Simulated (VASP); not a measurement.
Input of a VASP 6.6.1 run:

The input INCAR:

```
SYSTEM = CsPtS
PREC     = Accurate       ! precision mode
ENCUT    = 570            ! plane-wave cutoff, eV
EDIFF    = 1E-6           ! SCF threshold, eV
ISMEAR   = 0              ! smearing method
SIGMA    = 0.1            ! smearing width, eV
LREAL    = .False.        ! projectors in reciprocal space
LASPH    = .True.         ! aspherical terms in the spheres
NELM     = 120            ! most SCF steps
ALGO     = Normal         ! electronic algorithm
ISIF     = 2              ! what is computed and relaxed
LWAVE    = .False.        ! write WAVECAR
LCHARG   = .False.        ! write CHGCAR
GGA      = PE             ! functional
NBANDS   = 24             ! bands
GGA_COMPAT= .False.
```

File KPOINTS:

```
Automatic mesh
0
Gamma
  14 14 8
  0 0 0
```

Contents of POSCAR:

```
CsPtS
1.0
    3.5992349929      0.0000000000      0.0000000000
    0.0000000000      3.5992349929      0.0000000000
    0.0000000000      0.0000000000      6.2665736753
Cs Pt S
1 1 1
Direct
    0.0000000000      0.0000000000      0.0000000000
    0.0000000000      0.0000000000      0.5000000000
    0.5000000000      0.5000000000      0.5000000000
```

Potentials or basis: VASP PAW PBE potentials, release 64 (Cs_sv, Pt_sv_GW, S).

The run is started by

```bash
$ cat potpaw_PBE.64/Cs_sv/POTCAR potpaw_PBE.64/Pt_sv_GW/POTCAR potpaw_PBE.64/S/POTCAR > POTCAR
$ mpirun -np 1 vasp_std > vasp.out
```

(1) What does it give for the pressure?

(2) Predict the band gap on the k mesh.

Results:

(1) -0.1 GPa.

(2) zero (an odd number of electrons rules out a gap without spin polarisation).

Caveat: spin-orbit coupling is left out, which moves the levels of the heavy elements.
